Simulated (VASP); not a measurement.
Wanted: the native input for a VASP 6.6.1 run.

| Quantity | Value |
| --- | --- |
| Task | single point |
| Functional | PBE |
| Potentials or basis | VASP PAW PBE potentials, release 64 (Re) |
| Cutoff | 520 eV |
| k mesh | 10 × 10 × 10 |
| Occupations | gaussian, width 0.15 eV |
| Spin | no spin polarisation |
| Dipole correction | no |
| Further INCAR settings | ALGO = Normal; EDIFF = 1e-06; NBANDS = 10 |

The structure of Re lies in POSCAR:

```
Re
1.0
    0.0000000000      2.0041846911      1.8081754283
    2.0041846911      0.0000000000      1.8081754283
    2.0041846911      2.0041846911      0.0000000000
Re
1
Direct
    0.0000000000      0.0000000000      0.0000000000
```

This cell differs from its parent crystal: volume 14.526 Å^3 an atom, c/a of the conventional cell 0.9022.

The input as run:

INCAR

```
SYSTEM = Re
  ALGO = Normal
  EDIFF = 1E-6
  ENCUT = 520
  GGA = PE
  ISIF = 2
  ISMEAR = 0
  LASPH = .TRUE.
  LCHARG = .FALSE.
  LREAL = .FALSE.
  LWAVE = .FALSE.
  NBANDS = 10
  NELM = 80
  PREC = Accurate
  SIGMA = 0.15
```

KPOINTS

```
k-points
0
G
  10 10 10
  0 0 0
```

Potentials or basis: VASP PAW PBE potentials, release 64 (Re).

The run is started by

```console
$ cat potpaw_PBE.64/Re/POTCAR > POTCAR
$ mpirun -np 1 vasp_std > vasp.out
```

Results of the run:

The pressure is 13.0 GPa.

Run time: 5.9 s on 1 thread of Intel(R) Xeon(R) 6975P-C (Granite Rapids), on a shared host, peak memory 0.14 GiB.
